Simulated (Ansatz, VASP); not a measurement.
## Two plane-wave programs on Li3C4

```
CELL_PARAMETERS angstrom
4.23197 0.00000 0.00000
-2.11598 3.66499 0.00000
0.00000 0.00000 6.07361
ATOMIC_POSITIONS crystal
Li 0.66667 0.33333 0.50000
Li 0.33333 0.66667 0.50000
Li 0.00000 0.00000 0.50000
C 0.66667 0.33333 0.21770
C 0.66667 0.33333 0.78230
C 0.66667 0.33333 0.00000
C 0.00000 0.00000 0.00000
```

Alike in both runs: functional PBE; k mesh 6 × 6 × 4; occupations gaussian, width 0.1 eV; no spin polarisation.

Ansatz relaxed the structure, and its values are those at the end. VASP's run is a single point on that final structure, the one shown.

```csv
,VASP,Ansatz
version,VASP 6.6.1,Ansatz 0.2.0
potentials or method,"VASP PAW PBE potentials, release 64 (Li_sv, C), cutoff 520 eV","scalar-relativistic, plane waves, PAW"
valence electrons in the cell,25,25
```

Ansatz gave:

```
gap on the k mesh at the Fermi level (eV) : none
rms of the force components (eV/Å)        : 0.003
```

Problem. Estimate VASP's values.

Solution. gap on the k mesh at the Fermi level (eV): none; rms of the force components (eV/Å): 0.015.

A gap of «none» marks a metal or a gap that the smearing closes.

Noted on VASP's run: the cutoff is short for stress, so the pressure is rough.
